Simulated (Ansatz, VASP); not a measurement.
## One calculation of Eu, two programs

File POSCAR:

```
Eu
1.0
   -2.2274745855      2.2274745855      2.2274745855
    2.2274745855     -2.2274745855      2.2274745855
    2.2274745855      2.2274745855     -2.2274745855
Eu
1
Direct
    0.0000000000      0.0000000000      0.0000000000
```

File INCAR.step1:

```
ALGO = Normal
EDIFF = 1E-4
ENCUT = 520
GGA = PE
ISMEAR = 1
ISPIN = 2
LASPH = True
LCHARG = False
LMAXMIX = 6
LREAL = False
LWAVE = True
MAGMOM = 7.31
NBANDS = 18
NELM = 150
PREC = Accurate
SIGMA = 0.6
```

INCAR.step2

```
ALGO = Normal
EDIFF = 1E-6
ENCUT = 520
ISIF = 2
ISMEAR = 1
ISPIN = 2
ISTART = 1
LASPH = True
LCHARG = False
LMAXMIX = 6
LMIXTAU = True
LORBIT = 11
LREAL = False
LWAVE = False
MAGMOM = 7.31
METAGGA = R2SCAN
NBANDS = 18
NELM = 150
PREC = Accurate
SIGMA = 0.6
```

Contents of KPOINTS:

```
k-points
0
Gamma
  10 10 10
```

Input for Ansatz:

```yaml
crystal:
  lattice:
    - [-2.2274745855, 2.2274745855, 2.2274745855]
    - [2.2274745855, -2.2274745855, 2.2274745855]
    - [2.2274745855, 2.2274745855, -2.2274745855]
  atoms:
    - { symbol: Eu, position: [0.0, 0.0, 0.0], spin: 7.31 }
hamiltonian:
  xc: r2scan
  pseudopotentials:
    kind: paw
    azcp:
      Eu: "pseudopotentials/Eu.paw.azcp"
basis:
  ecutwfc: 500
  fft_grid_basis: typed
kpoints:
  mp_grid: { grid: [10, 10, 10], shift: [0, 0, 0] }
magnetization:
  spin_polarized: true
scf:
  occupations: { method: methfessel_paxton, width: 0.6 }
  lower_state_search: "off"
output:
  stress: true
```

Alike in both runs: task single point; functional r2SCAN; k mesh 10 × 10 × 10; occupations methfessel-paxton of order 1, width 0.6 eV; collinear spin.

|  | VASP | Ansatz |
| --- | --- | --- |
| version | VASP 6.6.1 | Ansatz 0.2.0 |
| potentials or method | VASP PAW PBE potentials, release 64 (Eu), cutoff 520 eV | plane waves (500 eV) with PAW, scalar-relativistic |
| valence electrons in the cell | 17 | 17 |

Ansatz gave:

| Property | Result |
| --- | --- |
| pressure (GPa) | -0.3 |
| net moment per atom (μB) | 7.95 |
| size of the moment on the site where the two differ most (μB) | 7.36 |

Problem. What did VASP give for the same quantities?

Solution. Pressure (GPa): -0.6; net moment per atom (μB): 7.91; size of the moment on the site where the two differ most (μB): 6.73.

VASP's potentials were made for PBE, not for r2SCAN. Site moments also hang on the region over which each program counts them. Ansatz's warnings: stability check not made.

Neither program's run includes spin-orbit coupling.
